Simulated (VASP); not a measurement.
Set up this calculation in VASP 6.6.1, as the native input.

```
Task                               : single point
Functional                         : PBE0
Potentials or basis                : VASP PAW PBE potentials, release 64 (Ga_d, N)
Cutoff                             : 520 eV
k mesh                             : 3 × 3 × 4
Occupations                        : fermi-dirac, width 0.05 eV
Spin                               : no spin polarisation
Dipole correction                  : no
Grid for exact exchange (PRECFOCK) : Normal
Further INCAR settings             : ALGO = Normal; EDIFF = 1e-07; NBANDS = 16
```

Crystal: GaN.

```xyz
2
Lattice="5.4402 0.0000 0.0000 -2.7201 4.7114 0.0000 0.0000 0.0000 3.3668" Properties=species:S:1:pos:R:3 pbc="T T T"
Ga    0.0000    0.0000    1.6834
N     0.0000    0.0000    0.0000
```

The input as run:

POSCAR

```
GaN
1.0
    5.4402120724      0.0000000000      0.0000000000
   -2.7201060362      4.7113618567      0.0000000000
    0.0000000000      0.0000000000      3.3667517217
Ga N
1 1
Direct
    0.0000000000      0.0000000000      0.5000000000
    0.0000000000      0.0000000000      0.0000000000
```

INCAR.step1

```
PREC = Accurate
ENCUT = 520
EDIFF = 1E-5
ISMEAR = -1
SIGMA = 0.05
LREAL = F
LASPH = T
NELM = 60
ALGO = Normal
ISIF = 2
LWAVE = T
LCHARG = F
GGA = PE
NBANDS = 16
```

INCAR.step2

```
PREC = Accurate
ENCUT = 520
EDIFF = 1E-7
ISMEAR = -1
SIGMA = 0.05
LREAL = F
LASPH = T
NELM = 60
ALGO = Normal
ISIF = 2
LWAVE = F
LCHARG = F
GGA = PE
LHFCALC = T
AEXX = 0.25
PRECFOCK = Normal
ISTART = 1
NBANDS = 16
```

KPOINTS

```
Automatic mesh
0
Gamma
  3 3 4
```

Potentials or basis: VASP PAW PBE potentials, release 64 (Ga_d, N).

Launch:

```sh
$ cat potpaw_PBE.64/Ga_d/POTCAR potpaw_PBE.64/N/POTCAR > POTCAR
$ cp INCAR.step1 INCAR
$ mpirun -np 1 vasp_std > vasp.out
$ cp INCAR.step2 INCAR
$ mpirun -np 1 vasp_std > vasp.out
```

Results of the run:

```
Pressure               : -0.3 GPa
Band gap on the k mesh : 3.33 eV, indirect (least direct gap 5.21 eV)
```

Caveat: the k points lie up to 0.47 Å⁻¹ apart; the PAW data sets were made with another functional, which shifts forces and pressure a little.

Wall time 8 min on 1 thread of Intel Xeon 6975P-C, on a shared host, peak memory 0.22 GiB.
